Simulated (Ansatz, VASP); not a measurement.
## LiHf2O2: VASP beside Ansatz

```xyz
5
Lattice="3.5802 0.0000 0.0000 -1.7901 3.1006 0.0000 0.0000 0.0000 8.3278" Properties=species:S:1:pos:R:3 pbc="T T T"
Li    0.0000    0.0000    0.0000
Hf    0.0000    0.0000    2.9338
Hf    0.0000    0.0000    5.3940
O     0.0000    2.0670    4.1639
O     1.7901    1.0335    4.1639
```

Alike in both runs: task relaxation of cell and atoms; functional PBE; k mesh 12 × 12 × 6; occupations gaussian, width 0.1 eV; no spin polarisation.

|  | VASP | Ansatz |
| --- | --- | --- |
| version | VASP 6.6.1 | Ansatz 0.2.0 |
| potentials or method | VASP PAW PBE potentials, release 64 (Li_sv, Hf_pv, O), cutoff 600 eV | scalar-relativistic, plane waves, PAW |
| valence electrons in the cell | 35 | 67 |

|  | VASP | Ansatz | Ansatz less VASP |
| --- | --- | --- | --- |
| gap on the k mesh at the Fermi level, each at its own relaxed structure (eV) | none | none | - |
| relaxed volume (Å³/atom) | 18.36 | 18.57 | +0.211 |
| relaxed cell length with the largest relative difference (Å) | 8.333 | 8.365 | +0.0321 |

A gap of «none» marks a metal or a gap that the smearing closes. VASP's potentials hold 35 valence electrons a cell and Ansatz's 67, so a difference there can come from the potentials and not from the codes.

Neither program's run includes spin-orbit coupling. Noted on VASP's run: the cutoff is short for stress, so the pressure is rough.
